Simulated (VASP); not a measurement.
A run of VASP 6.6.1 is set up as follows.

INCAR

```
PREC = Accurate ; ENCUT = 520
EDIFF = 1E-6 ; ISMEAR = -1
SIGMA = 0.6 ; LREAL = F
LASPH = T ; NELM = 80
ALGO = Normal ; ISIF = 2
LWAVE = F ; LCHARG = F
GGA = PE ; NBANDS = 18
```

Contents of KPOINTS:

```
Automatic mesh
0
Gamma
  10 10 10
```

POSCAR

```
Yb
1.0
    0.0000000000      2.6151647068      2.6151647068
    2.6151647068      0.0000000000      2.6151647068
    2.6151647068      2.6151647068      0.0000000000
Yb
1
Direct
    0.0000000000      0.0000000000      0.0000000000
```

Potentials or basis: VASP PAW PBE potentials, release 64 (Yb).

The run is started by

```console
$ cat potpaw_PBE.64/Yb/POTCAR > POTCAR
$ mpirun -np 1 vasp_std > vasp.out
```

**Question.** Estimate the pressure.

**Answer.** 0.2 GPa.

Caveat: spin-orbit coupling is left out, which moves the levels of the heavy elements. Spin polarisation is off, so any magnetic state and its effect on volume and gap are missing.
